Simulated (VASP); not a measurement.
Here is a VASP 6.6.1 calculation.

Contents of INCAR:

```
  ALGO = Normal
  EDIFF = 1E-6
  EDIFFG = -0.01
  ENCUT = 600
  GGA = PE
  IBRION = 2
  ISIF = 3
  ISMEAR = 0
  LASPH = T
  LCHARG = F
  LREAL = F
  LWAVE = F
  NELM = 60
  NSW = 100
  PREC = Accurate
  SIGMA = 0.1
```

The input KPOINTS:

```
k-points
0
Gamma
  16 16 16
```

Contents of POSCAR:

```
BeC3
1.0
    2.9910988731      0.0000000000      0.0000000000
    0.0000000000      2.9910988731      0.0000000000
    0.0000000000      0.0000000000      2.9910988731
Be C
1 3
Direct
    0.0000000000      0.0000000000      0.0000000000
    0.0000000000      0.5000000000      0.5000000000
    0.5000000000      0.0000000000      0.5000000000
    0.5000000000      0.5000000000      0.0000000000
```

Potentials or basis: VASP PAW PBE potentials, release 64 (Be, C).

Run with:

```sh
$ cat potpaw_PBE.64/Be/POTCAR potpaw_PBE.64/C/POTCAR > POTCAR
$ mpirun -np 1 vasp_std > vasp.out
```

Q: Estimate the band gap on the k mesh.

A: Zero (band 7 reaches 11.03 eV, above the bottom of band 8 at 7.84 eV).

Q: What does it give for the relaxed cell?

A: a = 3.013 Å, b = 3.013 Å, c = 3.013 Å, α = 90.00°, β = 90.00°, γ = 90.00°.

Step by step:
| step | energy change (eV) | largest force (eV/Å) | pressure (GPa) | volume (Å³) |
| --- | --- | --- | --- | --- |
| 1 | 0.0000 | 0.0000 | 3.91 | 26.76 |
| 2 | -0.0070 | 0.0000 | -0.34 | 27.40 |
| 3 | -0.0070 | 0.0000 | 0.01 | 27.34 |
